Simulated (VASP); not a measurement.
# Ru (P6/mmm) in VASP: notebook

Runs on Ru. Level: r2SCAN. Tasks: single point.

Program: VASP 6.6.1. These are calculated values, not measurements. Logs are shortened: lines on timing, memory, paths and dates and some standing lists are left out, and cuts for length are marked.

## (1) The cell of the first run

The structure is hexagonal, space group P6/mmm (No. 191). Conventional cell: a = 4.239 Å, b = 4.239 Å, c = 2.664 Å, α = 90.00°, β = 90.00°, γ = 120.00°. Within 3.5 Å of Ru (site symmetry 6/mmm) lie 14 Ru at 2.66 to 2.79 Å. Ru (site symmetry -6m2) has 11 Ru at 2.45 to 2.79 Å within 3.2 Å.

This isn't the form of Ru at room conditions, which is hcp.

## (2) Single point, r2SCAN, collinear spin, ferromagnetic start

Contents of POSCAR:

```
Ru
1.0
    4.2392222189      0.0000000000      0.0000000000
   -2.1196111094      3.6712741339      0.0000000000
    0.0000000000      0.0000000000      2.6638682768
Ru
3
Direct
    0.0000000000      0.0000000000      0.0000000000
    0.3333333333      0.6666666667      0.5000000000
    0.6666666667      0.3333333333      0.5000000000
```

Contents of INCAR.step1:

```
SYSTEM = Ru
  PREC = Accurate
  ENCUT = 520
  ISMEAR = -1
  SIGMA = 0.05
  LREAL = .False.
  LASPH = .True.
  NELM = 150
  ISPIN = 2
  MAGMOM = 1 1 1
  LMAXMIX = 4
  NBANDS = 32
  GGA = PE
  ALGO = Normal
  EDIFF = 1E-4
  LWAVE = .True.
  LCHARG = .False.
```

Contents of INCAR.step2:

```
SYSTEM = Ru
  PREC = Accurate
  ENCUT = 520
  EDIFF = 1E-6
  ISMEAR = -1
  SIGMA = 0.05
  LREAL = .False.
  LASPH = .True.
  NELM = 150
  ALGO = Normal
  ISIF = 2
  LWAVE = .False.
  LCHARG = .False.
  ISPIN = 2
  MAGMOM = 1 1 1
  LORBIT = 11
  LMAXMIX = 4
  METAGGA = R2SCAN
  LMIXTAU = .True.
  NBANDS = 32
  ISTART = 1
```

Contents of KPOINTS:

```
regular mesh
0
Gamma
  9 9 12
  0 0 0
```

Potentials or basis: VASP PAW PBE potentials, release 64 (Ru_pv).

Command:

```bash
$ cat potpaw_PBE.64/Ru_pv/POTCAR > POTCAR
$ cp INCAR.step1 INCAR
$ mpirun -np 1 vasp_std > vasp.out
$ cp INCAR.step2 INCAR
$ mpirun -np 1 vasp_std > vasp.out
```

OUTCAR:

```text
SYSTEM = Ru
   PREC = Accurate
   ENCUT = 520
   EDIFF = 1E-6
   ISMEAR = -1
   LREAL = .False.
   LASPH = .True.
   NELM = 150
   ISIF = 2
   ISPIN = 2
   LORBIT = 11
   METAGGA = R2SCAN
   ISTART = 1

 ion  position               nearest neighbor table
   1  0.000  0.000  0.000-   2 2.79   3 2.79   2 2.79   3 2.79   3 2.79   3 2.79   2 2.79   2 2.79
                             3 2.79   3 2.79   2 2.79   2 2.79
   2  0.333  0.667  0.500-   3 2.45   3 2.45   3 2.45   1 2.79   1 2.79   1 2.79   1 2.79   1 2.79
                             1 2.79
   3  0.667  0.333  0.500-   2 2.45   2 2.45   2 2.45   1 2.79   1 2.79   1 2.79   1 2.79   1 2.79
                             1 2.79

  LATTYP: Found a hexagonal cell.
 ALAT       =     4.2392222189
 C/A-ratio  =     0.6283860905

  Lattice vectors:

 A1 = (   4.2392222189,   0.0000000000,   0.0000000000)
 A2 = (  -2.1196111094,   3.6712741339,   0.0000000000)
 A3 = (   0.0000000000,   0.0000000000,   2.6638682768)

Analysis of symmetry for initial positions (statically):
=====================================================================
 Subroutine PRICEL returns:
 Original cell was already a primitive cell.

 Routine SETGRP: Setting up the symmetry group for a
 hexagonal supercell.

 Subroutine GETGRP returns: Found 24 space group operations
 (whereof 24 operations were pure point group operations)
 out of a pool of 24 trial point group operations.

The static configuration has the point symmetry D_6h.

Analysis of symmetry for dynamics (positions and initial velocities):
=====================================================================
 Subroutine PRICEL returns:
 Original cell was already a primitive cell.

 Routine SETGRP: Setting up the symmetry group for a
 hexagonal supercell.

 Subroutine GETGRP returns: Found 24 space group operations
 (whereof 24 operations were pure point group operations)
 out of a pool of 24 trial point group operations.

The dynamic configuration has the point symmetry D_6h.

Analysis of structural, dynamic, and magnetic symmetry:
=====================================================================
 Subroutine PRICEL returns:
 Original cell was already a primitive cell.

 Routine SETGRP: Setting up the symmetry group for a
 hexagonal supercell.

 Subroutine GETGRP returns: Found 24 space group operations
 (whereof 24 operations were pure point group operations)
 out of a pool of 24 trial point group operations.

The overall configuration has the point symmetry D_6h.

 Subroutine INISYM returns: Found 24 space group operations
[... 124 lines left out ...]
   METAGGA = R2SCAN    functional components
   LHFCALC =     F    Hartree Fock is set to
   AEXX    =    0.0000 exact exchange contribution
   IVDW    =     0    specifies the selected vdW correction
   LEPSILON=     F    determine dielectric tensor
   LRPA    =     F    only Hartree local field effects (RPA)
 spin polarized calculation
  energy-cutoff  :      520.00
  volume of cell :       41.46
 maximum number of plane-waves:      1134
 NGX is ok and might be reduce to    32
   NGX = 15   NGY = 15   NGZ =  9

 number of electron      42.0000000 magnetization      -0.0000609

 Free energy of the ion-electron system (eV)
  ---------------------------------------------------
  ext. energy  EPLUGINS =         0.00000000
  ---------------------------------------------------
  free energy    TOTEN  =       -75.50329033 eV

  energy without entropy =      -75.47606006  energy(sigma->0) =      -75.48967519

 E-fermi :  12.6235     XC(G=0): -15.2547

 val. band max:       12.6006290661   @ k =   0.3333   0.3333   0.2500
 cond. band min:      12.6341428823   @ k =   0.2222   0.2222   0.2500
 fundamental gap:      0.0335138161
 Fermi energy:        12.6234873801

 spin component 1

 k-point     1 :       0.0000    0.0000    0.0000
  band No.  band energies     occupation
      1     -32.4705      1.00000
      2     -32.4705      1.00000
      3     -32.0245      1.00000
      4     -32.0245      1.00000
      5     -31.7300      1.00000
      6     -31.4540      1.00000
[... 829 lines left out ...]
     31      26.4952      0.00000
     32      27.9853      0.00000

 [... further k-points ...]

 spin component 2

 k-point     1 :       0.0000    0.0000    0.0000
  band No.  band energies     occupation
      1     -32.4705      1.00000
      2     -32.4705      1.00000
      3     -32.0245      1.00000
      4     -32.0245      1.00000
      5     -31.7300      1.00000
      6     -31.4541      1.00000
[... 829 lines left out ...]
     31      26.4952      0.00000
     32      27.9853      0.00000

 [... further k-points ...]

------------------------ aborting loop because EDIFF is reached ----------------------------------------

  FORCE on cell =-STRESS in cart. coord.  units (eV):
  Direction    XX          YY          ZZ          XY          YZ          ZX
  --------------------------------------------------------------------------------------
  -------------------------------------------------------------------------------------
  Total        0.4048717      0.4048717      0.3289576      0.0000000     -0.0000000      0.0000000
  in kB       15.6463213     15.6463213     12.7126122      0.0000000     -0.0000000      0.0000000
  external PRESSURE =      14.6684183 kB  Pullay stress =       0.0000000 kB

 VOLUME and BASIS-vectors are now :
 -----------------------------------------------------------------------------
  energy-cutoff  :      520.00
  volume of cell :       41.46
      direct lattice vectors                 reciprocal lattice vectors
     4.239222219  0.000000000  0.000000000     0.235892328  0.136192499  0.000000000
    -2.119611109  3.671274134  0.000000000     0.000000000  0.272384999  0.000000000
     0.000000000  0.000000000  2.663868277     0.000000000  0.000000000  0.375393937

 POSITION                                       TOTAL-FORCE (eV/Angst)
 -----------------------------------------------------------------------------------
      0.00000      0.00000      0.00000         0.000000      0.000000      0.000000
     -0.00000      2.44752      1.33193        -0.000000     -0.000000      0.000000
      2.11961      1.22376      1.33193         0.000000      0.000000     -0.000000
 -----------------------------------------------------------------------------------
    total drift:                               -0.000000      0.000000      0.000000

  FREE ENERGIE OF THE ION-ELECTRON SYSTEM (eV)
  ---------------------------------------------------
  free  energy   TOTEN  =       -75.5032903310 eV

  energy  without entropy=      -75.4760600586  energy(sigma->0) =      -75.48967519

 total charge

# of ion       s       p       d       tot
------------------------------------------
    1        0.382   6.286   5.920  12.587
    2        0.418   6.316   5.990  12.724
    3        0.418   6.316   5.990  12.724
--------------------------------------------------
tot          1.217  18.917  17.901  38.035

 magnetization (x)

# of ion       s       p       d       tot
------------------------------------------
    1        0.000   0.000   0.000   0.000
    2       -0.000  -0.000  -0.000  -0.000
    3       -0.000  -0.000  -0.000  -0.000
--------------------------------------------------
tot         -0.000   0.000  -0.000  -0.000
```

OUTCAR.step1:

```text
SYSTEM = Ru
   PREC = Accurate
   ENCUT = 520
   ISMEAR = -1
   LREAL = .False.
   LASPH = .True.
   NELM = 150
[... 1930 lines left out ...]
      0.00000      0.00000      0.00000        -0.000000      0.000000      0.000000
     -0.00000      2.44752      1.33193         0.000000     -0.000000      0.000000
      2.11961      1.22376      1.33193        -0.000000      0.000000      0.000000
 -----------------------------------------------------------------------------------
    total drift:                               -0.000000      0.000000      0.000000

  FREE ENERGIE OF THE ION-ELECTRON SYSTEM (eV)
  ---------------------------------------------------
  free  energy   TOTEN  =       -26.9291860003 eV

  energy  without entropy=      -26.9008820722  energy(sigma->0) =      -26.91503404
```

OSZICAR.step1:

```text
N       E                     dE             d eps       ncg     rms          rms(c)
DAV:   1     0.477776902912E+03    0.47778E+03   -0.24282E+04 10760   0.142E+03
DAV:   2    -0.166852952668E+02   -0.49446E+03   -0.47767E+03 11296   0.459E+02
DAV:   3    -0.283781459168E+02   -0.11693E+02   -0.11604E+02 12736   0.797E+01
DAV:   4    -0.284716303177E+02   -0.93484E-01   -0.93387E-01 12800   0.688E+00
DAV:   5    -0.284729191901E+02   -0.12889E-02   -0.12727E-02 12664   0.766E-01    0.225E+01
DAV:   6    -0.271016043871E+02    0.13713E+01   -0.44811E+00 12248   0.164E+01    0.694E+00
DAV:   7    -0.276440483144E+02   -0.54244E+00   -0.51165E+00 11712   0.182E+01    0.801E+00
DAV:   8    -0.269338687006E+02    0.71018E+00   -0.29714E+00 11416   0.935E+00    0.161E+00
DAV:   9    -0.269317350243E+02    0.21337E-02   -0.29879E-02 12672   0.126E+00    0.854E-01
DAV:  10    -0.269290138544E+02    0.27212E-02   -0.25243E-03 11912   0.412E-01    0.176E-01
DAV:  11    -0.269291751795E+02   -0.16133E-03   -0.35176E-04 10936   0.155E-01    0.530E-02
DAV:  12    -0.269291860003E+02   -0.10821E-04   -0.25590E-05  6824   0.373E-02
   1 F= -.26929186E+02 E0= -.26915034E+02  d E =-.283039E-01  mag=     0.0006
```

Run time: 3.4 min. Hardware: 1 thread of Intel Xeon 6975P-C (Granite Rapids), shared host; peak memory 0.28 GiB.

What came out:

```
Free energy                                           : -75.5033 eV
Pressure                                              : 1.5 GPa
Band gap on the k mesh                                : zero (filled and empty bands overlap)
Net moment                                            : 0.00 μB per cell
Valence electrons inside the program's atomic spheres : Ru 12.59, 12.72 (each value once)
```

Stress tensor (GPa, compression positive):
```
1.56 0.00 0.00
0.00 1.56 0.00
0.00 0.00 1.27
```

Caveat: an empty level that is flat over the whole mesh can mark a ghost state of the potentials, or a narrow d or f band; the PAW data sets were made with another functional, which shifts forces and pressure a little.

## (3) Single point, r2SCAN

Contents of POSCAR:

```
Ru
1.0
    4.2397810094      0.0000000000      0.0000000000
   -2.1198905047      3.6717580606      0.0000000000
    0.0000000000      0.0000000000      2.6651711798
Ru
3
Direct
    0.0000000000      0.0000000000      0.0000000000
    0.3333333333      0.6666666667      0.5000000000
    0.6666666667      0.3333333333      0.5000000000
```

Contents of INCAR.step1:

```
  PREC = Accurate
  ENCUT = 520
  ISMEAR = -1
  SIGMA = 0.1
  LREAL = F
  LASPH = T
  NELM = 60
  NBANDS = 28
  GGA = PE
  ALGO = Normal
  EDIFF = 1E-4
  LWAVE = T
  LCHARG = F
```

Contents of INCAR.step2:

```
  PREC = Accurate
  ENCUT = 520
  EDIFF = 1E-6
  ISMEAR = -1
  SIGMA = 0.1
  LREAL = F
  LASPH = T
  NELM = 60
  ALGO = Normal
  ISIF = 2
  LWAVE = F
  LCHARG = F
  METAGGA = R2SCAN
  LMIXTAU = T
  NBANDS = 28
  ISTART = 1
```

Contents of KPOINTS:

```
Automatic mesh
0
Gamma
  9 9 12
```

Potentials or basis: VASP PAW PBE potentials, release 64 (Ru_pv).

Command:

```bash
$ cat potpaw_PBE.64/Ru_pv/POTCAR > POTCAR
$ cp INCAR.step1 INCAR
$ mpirun -np 1 vasp_std > vasp.out
$ cp INCAR.step2 INCAR
$ mpirun -np 1 vasp_std > vasp.out
```

OUTCAR:

```text
PREC = Accurate
   ENCUT = 520
   EDIFF = 1E-6
   ISMEAR = -1
   LREAL = F
   LASPH = T
   NELM = 60
   ISIF = 2
   METAGGA = R2SCAN
   ISTART = 1

 ion  position               nearest neighbor table
   1  0.000  0.000  0.000-   2 2.79   3 2.79   2 2.79   3 2.79   2 2.79   2 2.79   3 2.79   3 2.79
                             3 2.79   3 2.79   2 2.79   2 2.79
   2  0.333  0.667  0.500-   3 2.45   3 2.45   3 2.45   1 2.79   1 2.79   1 2.79   1 2.79   1 2.79
                             1 2.79
   3  0.667  0.333  0.500-   2 2.45   2 2.45   2 2.45   1 2.79   1 2.79   1 2.79   1 2.79   1 2.79
                             1 2.79

  LATTYP: Found a hexagonal cell.
 ALAT       =     4.2397810094
 C/A-ratio  =     0.6286105754

  Lattice vectors:

 A1 = (   4.2397810094,   0.0000000000,   0.0000000000)
 A2 = (  -2.1198905047,   3.6717580606,   0.0000000000)
 A3 = (   0.0000000000,   0.0000000000,   2.6651711798)

Analysis of symmetry for initial positions (statically):
=====================================================================
 Subroutine PRICEL returns:
 Original cell was already a primitive cell.

 Routine SETGRP: Setting up the symmetry group for a
 hexagonal supercell.

 Subroutine GETGRP returns: Found 24 space group operations
 (whereof 24 operations were pure point group operations)
 out of a pool of 24 trial point group operations.

The static configuration has the point symmetry D_6h.

Analysis of symmetry for dynamics (positions and initial velocities):
=====================================================================
 Subroutine PRICEL returns:
 Original cell was already a primitive cell.

 Routine SETGRP: Setting up the symmetry group for a
 hexagonal supercell.

 Subroutine GETGRP returns: Found 24 space group operations
 (whereof 24 operations were pure point group operations)
 out of a pool of 24 trial point group operations.

The dynamic configuration has the point symmetry D_6h.
[... 117 lines left out ...]
   EFERMI_NEDOS =   21; number of points for ismear=-14 and -15
   IALGO  =     38    algorithm
   IMIX   =      4    mixing-type and parameters
     AMIX     =   0.40;   BMIX     =  1.00
     AMIX_MAG =   1.60;   BMIX_MAG =  1.00
  volume/ion in A,a.u.               =      13.83        93.33
  Fermi-wavevector in a.u.,A,eV,Ry     =   1.643780  3.106294 36.763121  2.702013
  Thomas-Fermi vector in A             =   2.733857
   LORBIT       =      0    0 simple, 1 ext, 2 COOP (PROOUT), +10 PAW based schemes
   METAGGA = R2SCAN    functional components
   LHFCALC =     F    Hartree Fock is set to
   AEXX    =    0.0000 exact exchange contribution
   IVDW    =     0    specifies the selected vdW correction
   LEPSILON=     F    determine dielectric tensor
   LRPA    =     F    only Hartree local field effects (RPA)
 non-spin polarized calculation
  energy-cutoff  :      520.00
  volume of cell :       41.49
 maximum number of plane-waves:      1134
 NGX is ok and might be reduce to    32
   NGX = 15   NGY = 15   NGZ =  9

 number of electron      42.0000001 magnetization

 Free energy of the ion-electron system (eV)
  ---------------------------------------------------
  ext. energy  EPLUGINS =         0.00000000
  ---------------------------------------------------
  free energy    TOTEN  =       -75.54401297 eV

  energy without entropy =      -75.43607342  energy(sigma->0) =      -75.49004319

 E-fermi :  12.6045     XC(G=0): -15.2484

 val. band max:       12.5901196766   @ k =   0.3333   0.3333   0.2500
 cond. band min:      12.6222343031   @ k =   0.2222   0.2222   0.2500
 fundamental gap:      0.0321146265
 Fermi energy:        12.6045354060

 k-point     1 :       0.0000    0.0000    0.0000
  band No.  band energies     occupation
      1     -32.4797      2.00000
      2     -32.4797      2.00000
      3     -32.0300      2.00000
      4     -32.0300      2.00000
      5     -31.7410      2.00000
      6     -31.4649      2.00000
[... 733 lines left out ...]
     27      14.2709      0.00000
     28      20.9236      0.00000

 [... further k-points ...]

------------------------ aborting loop because EDIFF is reached ----------------------------------------

  FORCE on cell =-STRESS in cart. coord.  units (eV):
  Direction    XX          YY          ZZ          XY          YZ          ZX
  --------------------------------------------------------------------------------------
  -------------------------------------------------------------------------------------
  Total        0.4051791      0.4051791      0.3289434      0.0000000      0.0000000      0.0000000
  in kB       15.6464221     15.6464221     12.7025008      0.0000000      0.0000000      0.0000000
  external PRESSURE =      14.6651150 kB  Pullay stress =       0.0000000 kB

 VOLUME and BASIS-vectors are now :
 -----------------------------------------------------------------------------
  energy-cutoff  :      520.00
  volume of cell :       41.49
      direct lattice vectors                 reciprocal lattice vectors
     4.239781009  0.000000000  0.000000000     0.235861239  0.136174550  0.000000000
    -2.119890505  3.671758061  0.000000000     0.000000000  0.272349099  0.000000000
     0.000000000  0.000000000  2.665171180     0.000000000  0.000000000  0.375210421

 POSITION                                       TOTAL-FORCE (eV/Angst)
 -----------------------------------------------------------------------------------
      0.00000      0.00000      0.00000        -0.000000      0.000000      0.000000
     -0.00000      2.44784      1.33259        -0.000000      0.000000     -0.000000
      2.11989      1.22392      1.33259         0.000000      0.000000      0.000000
 -----------------------------------------------------------------------------------
    total drift:                               -0.000000      0.000000      0.000000

  FREE ENERGIE OF THE ION-ELECTRON SYSTEM (eV)
  ---------------------------------------------------
  free  energy   TOTEN  =       -75.5440129699 eV

  energy  without entropy=      -75.4360734169  energy(sigma->0) =      -75.49004319
```

Run time: 5.4 min. Hardware: 1 thread of Intel Xeon 8259CL, shared host; peak memory 0.21 GiB.

What came out:

- Free energy: -75.5440 eV
- Pressure: 1.5 GPa
- Band gap on the k mesh: zero (bands 21 and 22 overlap by 2.58 eV)

Caveat: the PAW data sets were made with another functional, which shifts forces and pressure a little.

[end of part 1 of 2]

The gap in the log of VASP goes by the Fermi energy; the results here count the filled bands.